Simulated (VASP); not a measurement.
Crystal: FeO.

```
CELL_PARAMETERS angstrom
2.55099 0.00000 0.00000
0.00000 2.55099 0.00000
0.00000 0.00000 3.34362
ATOMIC_POSITIONS crystal
Fe 0.50000 0.50000 0.50000
O 0.00000 0.00000 0.00000
```

* Program: VASP 6.6.1
* Task: relaxation of cell and atoms
* Functional: PBE
* Potentials or basis: VASP PAW PBE potentials, release 64 (Fe, O)
* Cutoff: 600 eV
* k mesh: 6 × 6 × 6
* Occupations: gaussian, width 0.1 eV
* Spin: collinear spin, ferromagnetic start
* Starting moments: [3.78, 0.44] μB

At the start: pressure -16.2 GPa; volume 10.88 Å³/atom.

**Question.** How do energy, volume and symmetry change on relaxing?

**Answer.** Over 7 steps the energy falls by 538.2 meV/atom and the volume is 9.29 Å³/atom (-14.6 %); space group P4/mmm (No. 123, to 0.1 Å) before, Pm-3m (No. 221, to 0.1 Å); moment 4.00 μB per cell.

Step by step:
| step | energy change (eV) | largest force (eV/Å) | pressure (GPa) | volume (Å³) |
| --- | --- | --- | --- | --- |
| 1 | 0.0000 | 0.0000 | -16.25 | 21.76 |
| 2 | -1.0264 | 0.0000 | 4.68 | 18.19 |
| 3 | -1.0421 | 0.0000 | 9.05 | 17.83 |
| 4 | -1.0420 | 0.0000 | 10.11 | 17.75 |
| 5 | -1.0631 | 0.0000 | -3.86 | 18.96 |
| 6 | -1.0758 | 0.0000 | 0.91 | 18.48 |
| 7 | -1.0764 | 0.0000 | -0.25 | 18.59 |

Final structure:
```
CELL_PARAMETERS angstrom
2.64732 0.00000 0.00000
0.00000 2.64732 0.00000
0.00000 0.00000 2.65224
ATOMIC_POSITIONS crystal
Fe 0.50000 0.50000 0.50000
O 0.00000 0.00000 0.00000
```

Caveat: the k points lie up to 0.40 Å⁻¹ apart in the final cell, too coarse for converged energies and pressures of a metal; a cell axis changed by over 15 % at a fixed basis, so the end point is rough; a cell with one magnetic atom can't hold antiferromagnetic order, which such compounds often take.
